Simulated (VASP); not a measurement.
# GaAs (F-43m) in VASP: G0W0 quasiparticle levels with PBE

Aim: the G0W0 quasiparticle levels of GaAs with PBE.

Program: VASP 6.6.1. These are calculated values, not measurements. Logs are shortened: lines on timing, memory, paths and dates and some standing lists are left out, and cuts for length are marked.

### 1 The cell of the first run

It takes space group F-43m (No. 216, cubic). Conventional cell: a = 5.666 Å, b = 5.666 Å, c = 5.666 Å, α = 90.00°, β = 90.00°, γ = 90.00°. Within 3.2 Å of Ga (site symmetry -43m) lie 4 As at 2.45 Å. As (site symmetry -43m) has 4 Ga at 2.45 Å within 3.2 Å.

### 2 G0W0 quasiparticle levels, PBE

POSCAR

```
GaAs
1.0
    0.0000000000      2.8330850955      2.8330850955
    2.8330850955      0.0000000000      2.8330850955
    2.8330850955      2.8330850955      0.0000000000
Ga As
1 1
Direct
    0.0000000000      0.0000000000      0.0000000000
    0.2500000000      0.2500000000      0.2500000000
```

INCAR.step1

```
SYSTEM = GaAs
PREC = Accurate ; ENCUT = 500
EDIFF = 1E-8 ; ISMEAR = 0
SIGMA = 0.01 ; LREAL = .FALSE.
LASPH = .TRUE. ; NELM = 80
ALGO = Normal ; LWAVE = .TRUE.
LCHARG = .FALSE. ; GGA = PE
```

INCAR.step2

```
SYSTEM = GaAs
PREC = Accurate ; ENCUT = 500
EDIFF = 1E-8 ; ISMEAR = 0
SIGMA = 0.01 ; LREAL = .FALSE.
LASPH = .TRUE. ; NELM = 1
ALGO = Exact ; LWAVE = .TRUE.
LCHARG = .FALSE. ; GGA = PE
NBANDS = 198 ; LOPTICS = .TRUE.
ISTART = 1
```

INCAR.step3

```
SYSTEM = GaAs
PREC = Accurate ; ENCUT = 500
EDIFF = 1E-8 ; ISMEAR = 0
SIGMA = 0.01 ; LREAL = .FALSE.
LASPH = .TRUE. ; ALGO = EVGW0
LWAVE = .FALSE. ; LCHARG = .FALSE.
GGA = PE ; NELMGW = 1
NBANDS = 198 ; ENCUTGW = 150.0
NOMEGA = 96 ; PRECFOCK = Fast
ISTART = 1 ; NBANDSGW = 17
OMEGAMAX = 20
```

KPOINTS

```
Automatic mesh
0
G
  4 4 4
  0 0 0
```

Potentials or basis: VASP PAW PBE potentials, release 64 (Ga_d_GW, As_GW).

Launch:

```sh
cat potpaw_PBE.64/Ga_d_GW/POTCAR potpaw_PBE.64/As_GW/POTCAR > POTCAR
cp INCAR.step1 INCAR
mpirun -np 1 vasp_std > vasp.out
cp INCAR.step2 INCAR
mpirun -np 1 vasp_std > vasp.out
cp INCAR.step3 INCAR
mpirun -np 1 vasp_std > vasp.out
```

OUTCAR:

```text
SYSTEM = GaAs
   PREC = Accurate
   ENCUT = 500
   EDIFF = 1E-8
   ISMEAR = 0
   LREAL = .FALSE.
   LASPH = .TRUE.
   GGA = PE
   NELMGW = 1
   ENCUTGW = 150.0
   PRECFOCK = Fast
   ISTART = 1

 ion  position               nearest neighbor table
   1  0.000  0.000  0.000-   2 2.45   2 2.45   2 2.45   2 2.45
   2  0.250  0.250  0.250-   1 2.45   1 2.45   1 2.45   1 2.45

  LATTYP: Found a face centered cubic cell.
 ALAT       =     5.6661701910

  Lattice vectors:

 A1 = (   0.0000000000,   2.8330850955,   2.8330850955)
 A2 = (   2.8330850955,   0.0000000000,   2.8330850955)
 A3 = (   2.8330850955,   2.8330850955,   0.0000000000)

Analysis of symmetry for initial positions (statically):
=====================================================================
 Subroutine PRICEL returns:
 Original cell was already a primitive cell.

 Routine SETGRP: Setting up the symmetry group for a
 face centered cubic supercell.

 Subroutine GETGRP returns: Found 24 space group operations
 (whereof 24 operations were pure point group operations)
 out of a pool of 48 trial point group operations.

The static configuration has the point symmetry T_d .

Analysis of symmetry for dynamics (positions and initial velocities):
=====================================================================
 Subroutine PRICEL returns:
 Original cell was already a primitive cell.

 Routine SETGRP: Setting up the symmetry group for a
 face centered cubic supercell.

 Subroutine GETGRP returns: Found 24 space group operations
 (whereof 24 operations were pure point group operations)
 out of a pool of 48 trial point group operations.

The dynamic configuration has the point symmetry T_d .

 Subroutine INISYM returns: Found 24 space group operations
 (whereof 24 operations are pure point group operations),
 and found     1 'primitive' translations

----------------------------------------------------------------------------------------

                                     Primitive cell

  volume of cell :      45.4788

  direct lattice vectors                    reciprocal lattice vectors
     0.000000000  2.833085095  2.833085095    -0.176486051  0.176486051  0.176486051
     2.833085095  0.000000000  2.833085095     0.176486051 -0.176486051  0.176486051
     2.833085095  2.833085095  0.000000000     0.176486051  0.176486051 -0.176486051

  length of vectors
     4.006587365  4.006587365  4.006587365     0.305682807  0.305682807  0.305682807

  position of ions in fractional coordinates (direct lattice)
     0.000000000  0.000000000  0.000000000
     0.250000000  0.250000000  0.250000000

  ion indices of the primitive-cell ions
   primitive index   ion index
                 1           1
                 2           2

----------------------------------------------------------------------------------------

 KPOINTS: Automatic mesh

Automatic generation of k-mesh.
 Grid dimensions read from file:
 generate k-points for:    4    4    4

 Generating k-lattice:

  Cartesian coordinates                     Fractional coordinates (reciprocal lattice)
    -0.044121513  0.044121513  0.044121513     0.250000000  0.000000000  0.000000000
     0.044121513 -0.044121513  0.044121513     0.000000000  0.250000000  0.000000000
     0.044121513  0.044121513 -0.044121513     0.000000000  0.000000000  0.250000000

  Length of vectors
     0.076420702  0.076420702  0.076420702

  Shift w.r.t. Gamma in fractional coordinates (k-lattice)
     0.000000000  0.000000000  0.000000000

 Subroutine IBZKPT returns following result:
 ===========================================

 Found      8 irreducible k-points:

 Following reciprocal coordinates:
            Coordinates               Weight
  0.000000  0.000000  0.000000      1.000000
  0.250000  0.000000  0.000000      8.000000
  0.500000  0.000000  0.000000      4.000000
  0.250000  0.250000  0.000000      6.000000
  0.500000  0.250000  0.000000     24.000000
 -0.250000  0.250000  0.000000     12.000000
  0.500000  0.500000  0.000000      3.000000
 -0.250000  0.500000  0.250000      6.000000
   k-points           NKPTS =      8   k-points in BZ     NKDIM =     64   number of bands    NBANDS=    198
   number of dos      NEDOS =    301   number of ions     NIONS =      2
   total plane-waves  NPLWV =  27000
   dimension x,y,z NGX =    30 NGY =   30 NGZ =   30
   dimension x,y,z NGXF=    60 NGYF=   60 NGZF=   60
   ions per type =               1   1
   NGX,Y,Z   is equivalent  to a cutoff of  12.45, 12.45, 12.45 a.u.
   NGXF,Y,Z  is equivalent  to a cutoff of  24.90, 24.90, 24.90 a.u.
 SYSTEM =  GaAs
   PREC   = accura    normal or accurate (medium, high low for compatibility)
   ISTART =      1    job   : 0-new  1-cont  2-samecut
   ICHARG =      0    charge: 1-file 2-atom 10-const
   ISPIN  =      1    spin polarized calculation?
   LNONCOLLINEAR =      F non collinear calculations
   LSORBIT =      F    spin-orbit coupling
   LASPH  =      T    aspherical Exc in radial PAW
   ENCUT  =  500.0 eV  36.75 Ry    6.06 a.u.   7.30  7.30  7.30*2*pi/ulx,y,z
   NELM   =     60;   NELMIN=  2; NELMDL=  0     # of ELM steps
   EDIFF  = 0.1E-07   stopping-criterion for ELM
   LREAL  =      F    real-space projection
   EDIFFG = 0.1E-06   stopping-criterion for IOM
   NSW    =      0    number of steps for IOM
   IBRION =     -1    ionic relax: 0-MD 1-quasi-New 2-CG
   NFREE  =      0    steps in history (QN), initial steepest desc. (CG)
   ISIF   =      0    stress and relaxation
   ISYM   =      3    0-nonsym 1-usesym 2-fastsym
   POTIM  = 0.5000    time-step for ionic-motion
   TEBEG  =    0.0;   TEEND  =   0.0 temperature during run
   PSTRESS=    0.0 pullay stress
   NELECT =      18.0000    total number of electrons
   NUPDOWN=      -1.0000    fix difference up-down
   EMIN   =  10.00;   EMAX   =-10.00  energy-range for DOS
   EFERMI =   0.00;   METHOD = LEGACY
   ISMEAR =     0;   SIGMA  =   0.01  broadening in eV -4-tet -1-fermi 0-gaus
   EFERMI_NEDOS =   21; number of points for ismear=-14 and -15
   IALGO  =     38    algorithm
   IMIX   =      4    mixing-type and parameters
     AMIX     =   0.40;   BMIX     =  1.00
     AMIX_MAG =   1.60;   BMIX_MAG =  1.00
  volume/ion in A,a.u.               =      22.74       153.45
  Fermi-wavevector in a.u.,A,eV,Ry     =   1.201977  2.271407 19.656990  1.444748
  Thomas-Fermi vector in A             =   2.337771
   LORBIT       =      0    0 simple, 1 ext, 2 COOP (PROOUT), +10 PAW based schemes
   GGA     = PE    functional components
   LHFCALC =     T    Hartree Fock is set to
   PRECFOCK=fast      Normal, Fast or Accurate (Low or Medium for compatibility)
   ENCUT4O =  -1.0   cutoff for four orbital integrals eV
   NKREDX  =     1    reduce k-point grid by
   NKREDY  =     1    reduce k-point grid by
   NKREDZ  =     1    reduce k-point grid by
   AEXX    =    1.0000 exact exchange contribution
   HFSCREEN=    0.0000 screening length (either q_TF or 0.3 A-1)
   HFSCREENC=   0.0000 screening length for correlation (either q_TF or 0.3 A-1)
   ENCUTFOCK=  -1.0 apply spherical cutoff to Coloumb kernel
   IVDW    =     0    specifies the selected vdW correction
   LEPSILON=     F    determine dielectric tensor
   LRPA    =     F    only Hartree local field effects (RPA)
   LRPAFORCE           =     F    calculate RPA forces
   ENCUTGW             = 150.0    cutoff for response function in eV
   ENCUTGWSOFT         = 120.0    soft cutoff for Coulomb kernel in GW response function in eV
   ENCUTLF             =  -1.0    cutoff for local field effects
   NELMGW              =     1    number of iterations in solving QP/BSE equation
   NELMHF              =     1    number of iterations in the inner HF iteration
   NKREDLFX            =     1    NKREDLFY  =   1   NKREDLFZ  =   1
 non-spin polarized calculation
 Gauss-broadening in eV      SIGMA  =   0.01
  energy-cutoff  :      500.00
  volume of cell :       45.48
 maximum number of plane-waves:      1174
 NGX is ok and might be reduce to    30
  NGX = 18; NGY = 18; NGZ = 18
   NGX = 15   NGY = 15   NGZ = 15
 maximum number of plane-waves:       200
 NGX is ok and might be reduce to    18

 QP shifts <psi_nk| G(iteration)W_0 |psi_nk>: iteration 1
 for sc-GW calculations column KS-energies equals QP-energies in previous step
 and V_xc(KS)=  KS-energies - (<T + V_ion + V_H > + <T+V_H+V_ion>^1  + <V_x>^1)

 k-point   1 :       0.0000    0.0000    0.0000
  band No.  KS-energies  QP-energies   sigma(KS)   V_xc(KS)     V^pw_x(r,r')   Z            occupation Imag(sigma)

      1     -11.0129     -13.2360     -25.0453     -21.7135     -35.0689       0.6672       2.0000       0.1930
      2     -11.0129     -13.2360     -25.0453     -21.7135     -35.0689       0.6672       2.0000       0.1930
      3     -11.0129     -13.2360     -25.0453     -21.7135     -35.0689       0.6672       2.0000       0.1930
      4     -10.9369     -13.1821     -25.1691     -21.8123     -35.1674       0.6689       2.0000       0.1631
      5     -10.9369     -13.1821     -25.1691     -21.8123     -35.1674       0.6689       2.0000       0.1631
      6      -8.8466      -9.2228     -11.7402     -11.1257     -18.0789       0.6123       2.0000       0.8612
[... 9 lines left out ...]
     16      13.8927      13.7775      -9.9461      -9.7894      -4.4837       0.7355       0.0000      -0.2650
     17      15.3359      15.0924      -8.0076      -7.6797      -2.2097       0.7426       0.0000      -0.3844

 k-point   2 :       0.2500    0.0000    0.0000
  band No.  KS-energies  QP-energies   sigma(KS)   V_xc(KS)     V^pw_x(r,r')   Z            occupation Imag(sigma)

      1     -11.0534     -13.2334     -24.7660     -21.4982     -34.7432       0.6671       2.0000       0.2073
      2     -11.0021     -13.2298     -25.0693     -21.7352     -35.0963       0.6681       2.0000       0.1916
      3     -11.0021     -13.2298     -25.0693     -21.7352     -35.0963       0.6681       2.0000       0.1916
      4     -10.9365     -13.1833     -25.1686     -21.8131     -35.1700       0.6696       2.0000       0.1630
      5     -10.9365     -13.1833     -25.1686     -21.8131     -35.1700       0.6696       2.0000       0.1630
      6      -8.1606      -8.5809     -12.1368     -11.4905     -18.2864       0.6504       2.0000       0.8350
[... 9 lines left out ...]
     16      12.8140      12.6341      -9.2800      -9.0403      -3.9638       0.7504       0.0000      -0.2426
     17      15.7054      15.5665      -8.8416      -8.6561      -2.8176       0.7487       0.0000      -0.4670

 k-point   3 :       0.5000    0.0000    0.0000
  band No.  KS-energies  QP-energies   sigma(KS)   V_xc(KS)     V^pw_x(r,r')   Z            occupation Imag(sigma)
[... 85 lines left out ...]
      1     -11.1193     -13.2597     -24.5495     -21.3303     -34.4973       0.6649       2.0000       0.2184
      2     -10.9650     -13.2102     -25.1623     -21.8165     -35.2034       0.6710       2.0000       0.1883
      3     -10.9650     -13.2102     -25.1623     -21.8165     -35.2034       0.6710       2.0000       0.1883
      4     -10.9617     -13.1936     -25.0822     -21.7377     -35.0675       0.6673       2.0000       0.1672
      5     -10.9245     -13.1726     -25.1907     -21.8384     -35.2039       0.6706       2.0000       0.1624
      6      -6.3604      -6.7593     -12.9104     -12.3267     -18.4557       0.6834       2.0000       0.6591
[... 9 lines left out ...]
     16      17.1100      16.9185     -10.1246      -9.8664      -4.0735       0.7418       0.0000      -0.5320
     17      17.1100      16.9185     -10.1246      -9.8664      -4.0735       0.7418       0.0000      -0.5320

 k-point   8 :      -0.2500    0.5000    0.2500
  band No.  KS-energies  QP-energies   sigma(KS)   V_xc(KS)     V^pw_x(r,r')   Z            occupation Imag(sigma)

      1     -11.1063     -13.2441     -24.5555     -21.3421     -34.5087       0.6653       2.0000       0.2202
      2     -10.9828     -13.2228     -25.1206     -21.7766     -35.1519       0.6698       2.0000       0.1860
      3     -10.9696     -13.2055     -25.1280     -21.7885     -35.1609       0.6695       2.0000       0.1863
      4     -10.9472     -13.1902     -25.1461     -21.7933     -35.1477       0.6690       2.0000       0.1653
      5     -10.9327     -13.1765     -25.1682     -21.8166     -35.1745       0.6695       2.0000       0.1629
      6      -6.3037      -6.7039     -13.0238     -12.4411     -18.5787       0.6868       2.0000       0.6506
[... 9 lines left out ...]
     16      17.0678      16.9529      -9.6246      -9.4699      -3.3931       0.7430       0.0000      -0.5989
     17      17.4175      17.3676     -10.0482      -9.9797      -3.5746       0.7286       0.0000      -0.6004
```

Run time: 4.7 min. Hardware: 1 thread of AMD EPYC 9R45 (Zen 5), shared host; peak memory 0.5 GiB.

What came out:

```
Quasiparticle gap                                   : 1.33 eV
Least direct quasiparticle gap                      : 1.33 eV
Band gap of the starting levels on the mesh         : 0.45 eV
Least direct gap of the starting levels on the mesh : 0.45 eV
```

Caveat: the k points lie up to 0.48 Å⁻¹ apart; bands, screening cutoff and mesh are small and nothing is extrapolated, so the quasiparticle values aren't converged.
